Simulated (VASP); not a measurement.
# C in VASP: a series of runs

Runs on C. Level: PBE+D3(BJ). Tasks: single point, relaxation of cell and atoms, relaxation of shape and atoms at fixed volume.

All numbers are computed with VASP 6.6.1; they aren't measurements. Logs are shortened: lines on timing, memory, paths and dates and some standing lists are left out, and cuts for length are marked.

### 1 The cell of the first run

It takes space group P6_3mc (No. 186, hexagonal). The conventional cell has a = 2.456 Å, b = 2.456 Å, c = 29.492 Å, α = 90.00°, β = 90.00°, γ = 120.00°. Within 1.9 Å of C (site symmetry 3m) lie 3 C at 1.42 Å. C (site symmetry 3m) has 3 C at 1.42 Å within 1.9 Å. Within 1.9 Å of C (site symmetry 3m) lie 3 C at 1.42 Å. C (site symmetry 3m) has 3 C at 1.42 Å within 1.9 Å. Within 1.9 Å of C (site symmetry 3m) lie 3 C at 1.42 Å. C (site symmetry 3m) has 3 C at 1.42 Å within 1.9 Å.

### 2 Single point, PBE+D3(BJ)

INCAR reads:

```
PREC = Accurate ; ENCUT = 520
EDIFF = 1E-6 ; ISMEAR = 0
SIGMA = 0.1 ; LREAL = F
LASPH = T ; NELM = 60
ALGO = Normal ; ISIF = 2
LWAVE = F ; LCHARG = F
GGA = PE ; IVDW = 12
NBANDS = 36
```

KPOINTS reads:

```
Automatic mesh
0
Gamma
  12 12 1
```

POSCAR reads:

```
C
1.0
    2.4562499605      0.0000000000      0.0000000000
   -1.2281249803      2.1271748638      0.0000000000
    0.0000000000      0.0000000000     29.4918787000
C
12
Direct
    0.6666666700      0.3333333300      0.9983718000
    0.6666666700      0.3333333300      0.4983719100
    0.6666666700      0.3333333300      0.7327879500
    0.6666666700      0.3333333300      0.2327903300
    0.0000000000      0.0000000000      0.6158379900
    0.3333333300      0.6666666700      0.2327879500
    0.0000000000      0.0000000000      0.1158379900
    0.6666666700      0.3333333300      0.6158400100
    0.3333333300      0.6666666700      0.7327903300
    0.3333333300      0.6666666700      0.1158400100
    0.3333333300      0.6666666700      0.4983718000
    0.3333333300      0.6666666700      0.9983719100
```

Potentials or basis: VASP PAW PBE potentials, release 64 (C).

Launch:

```console
$ cat potpaw_PBE.64/C/POTCAR > POTCAR
$ mpirun -np 1 vasp_std > vasp.out
```

OUTCAR:

```text
PREC = Accurate
   ENCUT = 520
   EDIFF = 1E-6
   ISMEAR = 0
   LREAL = F
   LASPH = T
   NELM = 60
   ISIF = 2
   GGA = PE
   IVDW = 12
 IVDW          = 12

 ion  position               nearest neighbor table
   1  0.667  0.333  0.998-  12 1.42  12 1.42  12 1.42
   2  0.667  0.333  0.498-  11 1.42  11 1.42  11 1.42
   3  0.667  0.333  0.733-   9 1.42   9 1.42   9 1.42
   4  0.667  0.333  0.233-   6 1.42   6 1.42   6 1.42
   5  0.000  0.000  0.616-   8 1.42   8 1.42   8 1.42
   6  0.333  0.667  0.233-   4 1.42   4 1.42   4 1.42
   7  0.000  0.000  0.116-  10 1.42  10 1.42  10 1.42
   8  0.667  0.333  0.616-   5 1.42   5 1.42   5 1.42
   9  0.333  0.667  0.733-   3 1.42   3 1.42   3 1.42
  10  0.333  0.667  0.116-   7 1.42   7 1.42   7 1.42
  11  0.333  0.667  0.498-   2 1.42   2 1.42   2 1.42
  12  0.333  0.667  0.998-   1 1.42   1 1.42   1 1.42

  LATTYP: Found a hexagonal cell.
 ALAT       =     2.4562499605
 C/A-ratio  =    12.0068719285

  Lattice vectors:

 A1 = (   2.4562499605,   0.0000000000,   0.0000000000)
 A2 = (  -1.2281249803,   2.1271748638,   0.0000000000)
 A3 = (   0.0000000000,   0.0000000000,  29.4918787000)

Analysis of symmetry for initial positions (statically):
=====================================================================
 Subroutine PRICEL returns:
 Original cell was already a primitive cell.

 Routine SETGRP: Setting up the symmetry group for a
 hexagonal supercell.

 Subroutine GETGRP returns: Found 12 space group operations
 (whereof  6 operations were pure point group operations)
 out of a pool of 24 trial point group operations.

The static configuration has the point symmetry C_3v.
 The point group associated with its full space group is C_6v.

Analysis of symmetry for dynamics (positions and initial velocities):
=====================================================================
 Subroutine PRICEL returns:
 Original cell was already a primitive cell.

 Routine SETGRP: Setting up the symmetry group for a
 hexagonal supercell.

 Subroutine GETGRP returns: Found 12 space group operations
 (whereof  6 operations were pure point group operations)
 out of a pool of 24 trial point group operations.

The dynamic configuration has the point symmetry C_3v.
 The point group associated with its full space group is C_6v.

 Subroutine INISYM returns: Found 12 space group operations
 (whereof  6 operations are pure point group operations),
 and found     1 'primitive' translations

----------------------------------------------------------------------------------------

                                     Primitive cell

  volume of cell :     154.0913

  direct lattice vectors                    reciprocal lattice vectors
     2.456249961  0.000000000  0.000000000     0.407124688  0.235053549  0.000000000
    -1.228124980  2.127174864  0.000000000     0.000000000  0.470107097  0.000000000
     0.000000000  0.000000000 29.491878700     0.000000000  0.000000000  0.033907640

  length of vectors
     2.456249961  2.456249960 29.491878700     0.470107097  0.470107097  0.033907640

  position of ions in fractional coordinates (direct lattice)
     0.666666670  0.333333330  0.998371800
     0.666666670  0.333333330  0.498371910
     0.666666670  0.333333330  0.732787950
     0.666666670  0.333333330  0.232790330
     0.000000000  0.000000000  0.615837990
     0.333333330  0.666666670  0.232787950
     0.000000000  0.000000000  0.115837990
     0.666666670  0.333333330  0.615840010
     0.333333330  0.666666670  0.732790330
     0.333333330  0.666666670  0.115840010
     0.333333330  0.666666670  0.498371800
     0.333333330  0.666666670  0.998371910

  ion indices of the primitive-cell ions
   primitive index   ion index
                 1           1
                 2           2
                 3           3
                 4           4
                 5           5
                 6           6
                 7           7
                 8           8
                 9           9
                10          10
                11          11
                12          12

----------------------------------------------------------------------------------------

 KPOINTS: Automatic mesh

Automatic generation of k-mesh.
 Grid dimensions read from file:
 generate k-points for:   12   12    1

 Generating k-lattice:

  Cartesian coordinates                     Fractional coordinates (reciprocal lattice)
     0.033927057  0.019587796  0.000000000     0.083333333  0.000000000  0.000000000
     0.000000000  0.039175591  0.000000000     0.000000000  0.083333333  0.000000000
     0.000000000  0.000000000  0.033907640     0.000000000  0.000000000  1.000000000

  Length of vectors
     0.039175591  0.039175591  0.033907640

  Shift w.r.t. Gamma in fractional coordinates (k-lattice)
     0.000000000  0.000000000  0.000000000

 Subroutine IBZKPT returns following result:
 ===========================================

 Found     19 irreducible k-points:

 Following reciprocal coordinates:
            Coordinates               Weight
  0.000000  0.000000  0.000000      1.000000
  0.083333 -0.000000  0.000000      6.000000
  0.166667  0.000000  0.000000      6.000000
  0.250000  0.000000  0.000000      6.000000
  0.333333  0.000000  0.000000      6.000000
  0.416667  0.000000  0.000000      6.000000
[... 11 lines left out ...]
  0.333333  0.250000  0.000000     12.000000
  0.333333  0.333333  0.000000      2.000000
   k-points           NKPTS =     19   k-points in BZ     NKDIM =     19   number of bands    NBANDS=     36
   number of dos      NEDOS =    301   number of ions     NIONS =     12
   total plane-waves  NPLWV =  72576
   dimension x,y,z NGX =    18 NGY =   18 NGZ =  224
   dimension x,y,z NGXF=    36 NGYF=   36 NGZF=  448
   ions per type =              12
   NGX,Y,Z   is equivalent  to a cutoff of  12.18, 12.18, 12.63 a.u.
   NGXF,Y,Z  is equivalent  to a cutoff of  24.37, 24.37, 25.25 a.u.
 SYSTEM =  unknown system
   PREC   = accura    normal or accurate (medium, high low for compatibility)
   ISTART =      0    job   : 0-new  1-cont  2-samecut
   ICHARG =      2    charge: 1-file 2-atom 10-const
   ISPIN  =      1    spin polarized calculation?
   LNONCOLLINEAR =      F non collinear calculations
   LSORBIT =      F    spin-orbit coupling
   LASPH  =      T    aspherical Exc in radial PAW
   ENCUT  =  520.0 eV  38.22 Ry    6.18 a.u.   4.57  4.57 54.84*2*pi/ulx,y,z
   NELM   =     60;   NELMIN=  2; NELMDL= -5     # of ELM steps
   EDIFF  = 0.1E-05   stopping-criterion for ELM
   LREAL  =      F    real-space projection
   EDIFFG = 0.1E-04   stopping-criterion for IOM
   NSW    =      0    number of steps for IOM
   IBRION =     -1    ionic relax: 0-MD 1-quasi-New 2-CG
   NFREE  =      0    steps in history (QN), initial steepest desc. (CG)
   ISIF   =      2    stress and relaxation
   ISYM   =      2    0-nonsym 1-usesym 2-fastsym
   POTIM  = 0.5000    time-step for ionic-motion
   TEBEG  =    0.0;   TEEND  =   0.0 temperature during run
   PSTRESS=    0.0 pullay stress
   NELECT =      48.0000    total number of electrons
   NUPDOWN=      -1.0000    fix difference up-down
   EMIN   =  10.00;   EMAX   =-10.00  energy-range for DOS
   EFERMI =   0.00;   METHOD = LEGACY
   ISMEAR =     0;   SIGMA  =   0.10  broadening in eV -4-tet -1-fermi 0-gaus
   EFERMI_NEDOS =   21; number of points for ismear=-14 and -15
   IALGO  =     38    algorithm
   IMIX   =      4    mixing-type and parameters
     AMIX     =   0.40;   BMIX     =  1.00
     AMIX_MAG =   1.60;   BMIX_MAG =  1.00
  volume/ion in A,a.u.               =      12.84        86.65
  Fermi-wavevector in a.u.,A,eV,Ry     =   1.109760  2.097143 16.756498  1.231568
  Thomas-Fermi vector in A             =   2.246304
   LORBIT       =      0    0 simple, 1 ext, 2 COOP (PROOUT), +10 PAW based schemes
   GGA     = PE    functional components
   LHFCALC =     F    Hartree Fock is set to
   AEXX    =    0.0000 exact exchange contribution
   IVDW    =    12    specifies the selected vdW correction
   LEPSILON=     F    determine dielectric tensor
   LRPA    =     F    only Hartree local field effects (RPA)
 non-spin polarized calculation
 Gauss-broadening in eV      SIGMA  =   0.10
  energy-cutoff  :      520.00
  volume of cell :      154.09
 maximum number of plane-waves:      4206
   NGX =  9   NGY =  9   NGZ =109

 number of electron      47.9999986 magnetization

 Free energy of the ion-electron system (eV)
  ---------------------------------------------------
  ext. energy  EPLUGINS =         0.00000000
  ---------------------------------------------------
  free energy    TOTEN  =      -110.59371296 eV

  energy without entropy =     -110.58745930  energy(sigma->0) =     -110.59058613

 E-fermi :   1.9021     XC(G=0):  -7.6231

 val. band max:        1.8981993232   @ k =   0.3333   0.3333   0.0000
 cond. band min:       1.9027476637   @ k =   0.3333   0.3333   0.0000
 fundamental gap:      0.0045483404
 Fermi energy:         1.9020541716

 k-point     1 :       0.0000    0.0000    0.0000
  band No.  band energies     occupation
      1     -17.7815      2.00000
      2     -17.7815      2.00000
      3     -17.7026      2.00000
      4     -17.7026      2.00000
      5     -17.6143      2.00000
      6     -17.6143      2.00000
[... 28 lines left out ...]
     35      10.3079      0.00000
     36      10.3120      0.00000

 k-point     2 :       0.0833   -0.0000    0.0000
  band No.  band energies     occupation
      1     -17.6154      2.00000
      2     -17.6154      2.00000
      3     -17.5374      2.00000
      4     -17.5374      2.00000
      5     -17.4500      2.00000
      6     -17.4499      2.00000
[... 655 lines left out ...]
 k-point    19 :       0.3333    0.3333    0.0000
  band No.  band energies     occupation
      1     -10.7667      2.00000
      2     -10.7667      2.00000
      3     -10.7193      2.00000
      4     -10.7193      2.00000
      5     -10.7178      2.00000
      6     -10.7178      2.00000
[... 28 lines left out ...]
     35      12.6982      0.00000
     36      12.7437      0.00000

------------------------ aborting loop because EDIFF is reached ----------------------------------------

 Edisp (eV)   -1.55520

 E8    (eV) :    -0.4514

  FORCE on cell =-STRESS in cart. coord.  units (eV):
  Direction    XX          YY          ZZ          XY          YZ          ZX
  --------------------------------------------------------------------------------------
  -------------------------------------------------------------------------------------
  Total       3.70597     3.70597    -0.42083    -0.00000     0.00000     0.00000
  in kB      38.53314    38.53314    -4.37561    -0.00000     0.00000     0.00000
  external pressure =       24.23 kB  Pullay stress =        0.00 kB

 VOLUME and BASIS-vectors are now :
 -----------------------------------------------------------------------------
  energy-cutoff  :      520.00
  volume of cell :      154.09
      direct lattice vectors                 reciprocal lattice vectors
     2.456249961  0.000000000  0.000000000     0.407124688  0.235053549  0.000000000
    -1.228124980  2.127174864  0.000000000     0.000000000  0.470107097  0.000000000
     0.000000000  0.000000000 29.491878700     0.000000000  0.000000000  0.033907640

 POSITION                                       TOTAL-FORCE (eV/Angst)
 -----------------------------------------------------------------------------------
      1.22812      0.70906     29.44386        -0.000000     -0.000000      0.002368
      1.22812      0.70906     14.69792         0.000000     -0.000000      0.017454
      1.22812      0.70906     21.61129         0.000000     -0.000000     -0.015005
      1.22812      0.70906      6.86542         0.000000     -0.000000     -0.001267
      0.00000      0.00000     18.16222         0.000000     -0.000000     -0.001229
     -0.00000      1.41812      6.86535        -0.000000      0.000000     -0.015005
      0.00000      0.00000      3.41628        -0.000000      0.000000     -0.001229
      1.22812      0.70906     18.16228        -0.000000     -0.000000     -0.002320
     -0.00000      1.41812     21.61136        -0.000000      0.000000     -0.001267
     -0.00000      1.41812      3.41634        -0.000000     -0.000000     -0.002320
     -0.00000      1.41812     14.69792         0.000000     -0.000000      0.002368
     -0.00000      1.41812     29.44386        -0.000000     -0.000000      0.017454
 -----------------------------------------------------------------------------------
    total drift:                               -0.000000     -0.000000      0.000416

  FREE ENERGIE OF THE ION-ELECTRON SYSTEM (eV)
  ---------------------------------------------------
  free  energy   TOTEN  =      -112.1489158856 eV

  energy  without entropy=     -112.1426622276  energy(sigma->0) =     -112.14578906
```

Run time: 2.8 min. Hardware: 1 thread of Intel Xeon Platinum 8488C (Sapphire Rapids), shared host; peak memory 0.28 GiB.

Results:

* Free energy: -112.1489 eV
* Pressure: 2.4 GPa
* Largest force: 0.017 eV/Å
* Dispersion energy per atom: -0.130 eV

Forces on the atoms (eV/Å):
```
C    0.000  0.000  0.002
C    0.000  0.000  0.017
C    0.000  0.000 -0.015
C    0.000  0.000 -0.001
C    0.000  0.000 -0.001
C    0.000  0.000 -0.015
C    0.000  0.000 -0.001
C    0.000  0.000 -0.002
C    0.000  0.000 -0.001
C    0.000  0.000 -0.002
C    0.000  0.000  0.002
C    0.000  0.000  0.017
```

Stress tensor (GPa, compression positive):
```
 3.85  0.00  0.00
 0.00  3.85  0.00
 0.00  0.00 -0.44
```

Caveat: pairwise dispersion overbinds metals, which lowers pressure and volume.

[end of part 1 of 3]
